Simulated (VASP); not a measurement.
# LaIn3 (Pm-3m) in VASP: notebook, part 2 of 2

VASP 6.6.1. The steps go on from the part before.

**4. Single point, LDA**

INCAR

```
SYSTEM = LaIn3
PREC = Accurate
ENCUT = 520
EDIFF = 1E-7
ISMEAR = -1
SIGMA = 0.1
LREAL = .FALSE.
LASPH = .TRUE.
NELM = 80
ALGO = Normal
ISIF = 2
LWAVE = .FALSE.
LCHARG = .TRUE.
GGA = CA
LELF = .TRUE.
LVHAR = .TRUE.
NBANDS = 33
```

KPOINTS

```
Automatic mesh
0
G
  4 4 4
  0 0 0
```

POSCAR

```
LaIn3
1.0
    4.7740503900      0.0000000000      0.0000000000
    0.0000000000      4.7740503900      0.0000000000
    0.0000000000      0.0000000000      4.7740503900
La In
1 3
Direct
    0.0000000000      0.0000000000      0.0000000000
    0.5000000000      0.0000000000      0.5000000000
    0.0000000000      0.5000000000      0.5000000000
    0.5000000000      0.5000000000      0.0000000000
```

Potentials or basis: VASP PAW LDA potentials, release 64 (La, In_d).

Run with:

```console
> cat potpaw_LDA.64/La/POTCAR potpaw_LDA.64/In_d/POTCAR > POTCAR
> mpirun -np 1 vasp_std > vasp.out
```

OUTCAR:

```text
SYSTEM = LaIn3
   PREC = Accurate
   ENCUT = 520
   EDIFF = 1E-7
   ISMEAR = -1
   LREAL = .FALSE.
   LASPH = .TRUE.
   NELM = 80
   ISIF = 2
   GGA = CA

 ion  position               nearest neighbor table
   1  0.000  0.000  0.000-   2 3.38   3 3.38   4 3.38   2 3.38   3 3.38   3 3.38   4 3.38   3 3.38
                             2 3.38   4 3.38   2 3.38   4 3.38
   2  0.500  0.000  0.500-   1 3.38   3 3.38   4 3.38   1 3.38   4 3.38   3 3.38   4 3.38   4 3.38
                             1 3.38   3 3.38   1 3.38   3 3.38
   3  0.000  0.500  0.500-   1 3.38   2 3.38   4 3.38   1 3.38   4 3.38   1 3.38   2 3.38   1 3.38
                             2 3.38   4 3.38   4 3.38   2 3.38
   4  0.500  0.500  0.000-   1 3.38   2 3.38   3 3.38   2 3.38   3 3.38   1 3.38   2 3.38   2 3.38
                             1 3.38   3 3.38   3 3.38   1 3.38

  LATTYP: Found a simple cubic cell.
 ALAT       =     4.7740503900

  Lattice vectors:

 A1 = (   4.7740503900,   0.0000000000,   0.0000000000)
 A2 = (   0.0000000000,   4.7740503900,   0.0000000000)
 A3 = (   0.0000000000,   0.0000000000,   4.7740503900)

Analysis of symmetry for initial positions (statically):
=====================================================================
 Subroutine PRICEL returns:
 Original cell was already a primitive cell.

 Routine SETGRP: Setting up the symmetry group for a
 simple cubic supercell.

 Subroutine GETGRP returns: Found 48 space group operations
 (whereof 48 operations were pure point group operations)
 out of a pool of 48 trial point group operations.

The static configuration has the point symmetry O_h .

Analysis of symmetry for dynamics (positions and initial velocities):
=====================================================================
 Subroutine PRICEL returns:
 Original cell was already a primitive cell.

[... 111 lines left out ...]
   ISMEAR =    -1;   SIGMA  =   0.10  broadening in eV -4-tet -1-fermi 0-gaus
   EFERMI_NEDOS =   21; number of points for ismear=-14 and -15
   IALGO  =     38    algorithm
   IMIX   =      4    mixing-type and parameters
     AMIX     =   0.40;   BMIX     =  1.00
     AMIX_MAG =   1.60;   BMIX_MAG =  1.00
  volume/ion in A,a.u.               =      27.20       183.57
  Fermi-wavevector in a.u.,A,eV,Ry     =   1.263314  2.387317 21.714371  1.595961
  Thomas-Fermi vector in A             =   2.396677
   LORBIT       =      0    0 simple, 1 ext, 2 COOP (PROOUT), +10 PAW based schemes
   GGA     = CA    functional components
   LHFCALC =     F    Hartree Fock is set to
   AEXX    =    0.0000 exact exchange contribution
   IVDW    =     0    specifies the selected vdW correction
   LEPSILON=     F    determine dielectric tensor
   LRPA    =     F    only Hartree local field effects (RPA)
 non-spin polarized calculation
  energy-cutoff  :      520.00
  volume of cell :      108.81
 maximum number of plane-waves:      3016
 NGX is ok and might be reduce to    36
   NGX = 17   NGY = 17   NGZ = 17

 number of electron      50.0000043 magnetization

 Free energy of the ion-electron system (eV)
  ---------------------------------------------------
  ext. energy  EPLUGINS =         0.00000000
  ---------------------------------------------------
  free energy    TOTEN  =       -17.37396350 eV

  energy without entropy =      -17.29870287  energy(sigma->0) =      -17.33633318

 E-fermi :   7.8765     XC(G=0): -10.5611

 val. band max:        7.8238050641   @ k =   0.2500   0.0000   0.0000
 cond. band min:       7.9837577428   @ k =   0.5000   0.2500   0.0000
 fundamental gap:      0.1599526787
 Fermi energy:         7.8764695991

 k-point     1 :       0.0000    0.0000    0.0000
  band No.  band energies     occupation
      1     -24.7029      2.00000
      2      -8.4881      2.00000
      3      -8.4881      2.00000
      4      -8.4881      2.00000
      5      -6.6636      2.00000
      6      -6.6636      2.00000
[... 349 lines left out ...]
     32       9.7062      0.00000
     33       9.8339      0.00000

------------------------ aborting loop because EDIFF is reached ----------------------------------------

  FORCE on cell =-STRESS in cart. coord.  units (eV):
  Direction    XX          YY          ZZ          XY          YZ          ZX
  --------------------------------------------------------------------------------------
  -------------------------------------------------------------------------------------
  Total       -2.6007073     -2.6007073     -2.6007073      0.0000000      0.0000000      0.0000000
  in kB      -38.2949116    -38.2949116    -38.2949116      0.0000000      0.0000000      0.0000000
  external PRESSURE =     -38.2949116 kB  Pullay stress =       0.0000000 kB

 VOLUME and BASIS-vectors are now :
 -----------------------------------------------------------------------------
  energy-cutoff  :      520.00
  volume of cell :      108.81
      direct lattice vectors                 reciprocal lattice vectors
     4.774050390  0.000000000  0.000000000     0.209465740  0.000000000  0.000000000
     0.000000000  4.774050390  0.000000000     0.000000000  0.209465740  0.000000000
     0.000000000  0.000000000  4.774050390     0.000000000  0.000000000  0.209465740

 POSITION                                       TOTAL-FORCE (eV/Angst)
 -----------------------------------------------------------------------------------
      0.00000      0.00000      0.00000         0.000000      0.000000      0.000000
      2.38703      0.00000      2.38703         0.000000      0.000000      0.000000
      0.00000      2.38703      2.38703         0.000000      0.000000      0.000000
      2.38703      2.38703      0.00000         0.000000      0.000000      0.000000
 -----------------------------------------------------------------------------------
    total drift:                                0.000000      0.000000      0.000000

  FREE ENERGIE OF THE ION-ELECTRON SYSTEM (eV)
  ---------------------------------------------------
  free  energy   TOTEN  =       -17.3739635032 eV

  energy  without entropy=      -17.2987028663  energy(sigma->0) =      -17.33633318
```

stdout:

```text
POSCAR found type information on POSCAR LaIn
 POSCAR found :  2 types and       4 ions
 scaLAPACK will be used
 LDA part: xc-table for (Slater(with rela. corr.)+CA(PZ))
 , standard interpolation
 POSCAR, INCAR and KPOINTS ok, starting setup
 FFT: planning ... GRIDC
 FFT: planning ... GRID_SOFT
 FFT: planning ... GRID
 WAVECAR not read
 entering main loop
```

Wall time 24 s (1 thread of AMD EPYC 9R45 (Zen 5), shared host); peak memory 0.16 GiB.

Results:

```
Free energy            : -17.3740 eV
Pressure               : -3.8 GPa
Band gap on the k mesh : zero (band 25 reaches 7.98 eV, above the bottom of band 26 at 6.52 eV)
```

Levels at points of the mesh, in eV from the Fermi level:
```tsv
k point	band 23	band 24	band 25	band 26	band 27	band 28
(0.00, 0.00, 0.00)	-1.09	-1.09	-1.09	1.33	1.33	1.33
(0.50, 0.00, 0.00)	-1.42	-1.42	-1.09	1.05	1.05	1.53
(0.50, 0.50, 0.00)	-3.06	-0.46	-0.46	1.11	1.16	1.34
(0.50, 0.50, 0.50)	-3.27	-1.35	-1.35	-1.35	1.76	1.76
```

Caveat: spin-orbit coupling is left out, which moves the levels of the heavy elements.

**5. Single point, LDA**

INCAR

```
  PREC = Accurate
  ENCUT = 520
  EDIFF = 1E-6
  ISMEAR = -1
  SIGMA = 0.1
  LREAL = F
  LASPH = T
  NELM = 100
  ALGO = Normal
  ISIF = 2
  LWAVE = F
  LCHARG = T
  LELF = T
  LVHAR = T
  NBANDS = 33
```

KPOINTS

```
regular mesh
0
Gamma
  5 5 5
```

POSCAR is that of step 4.

Run with:

```console
> cat potpaw_LDA.64/La/POTCAR potpaw_LDA.64/In_d/POTCAR > POTCAR
> mpirun -np 1 vasp_std > vasp.out
```

It took 22 s on 1 thread of AMD EPYC 9R45 (Zen 5), shared host; peak memory 0.16 GiB.

Results (log left out):

```yaml
Free_energy: -17.3444 eV
Pressure: -4.0 GPa
Band_gap_on_the_k_mesh: zero (band 25 reaches 7.70 eV, above the bottom of band 26 at 6.57 eV)
```

Levels at points of the mesh, in eV from the Fermi level:
| k point | band 21 | band 22 | band 23 | band 24 | band 25 | band 26 | band 27 | band 28 | band 29 | band 30 |
| --- | --- | --- | --- | --- | --- | --- | --- | --- | --- | --- |
| (0.00, 0.00, 0.00) | -2.90 | -2.90 | -0.86 | -0.86 | -0.86 | 1.57 | 1.57 | 1.57 | 2.06 | 2.31 |

Caveat: spin-orbit coupling is left out, which moves the levels of the heavy elements.

**6. The runs side by side**

```tsv
k mesh	gap on the mesh (eV)	pressure (GPa)
2 × 2 × 2	none	-4.3
3 × 3 × 3	none	-3.8
4 × 4 × 4	none	-3.8
5 × 5 × 5	none	-4.0
```

Alike in all rows: task single point; level LDA; potentials or basis VASP PAW LDA potentials, release 64 (La, In_d); no spin polarisation; cell as given; cutoff (eV) 520; smearing fermi-dirac 0.1 eV.

Caveats: some runs use coarse meshes; spin-orbit coupling is left out, which moves the levels of the heavy elements.

Total energies depend on the potentials used, so only differences within one code and one set of settings carry meaning.
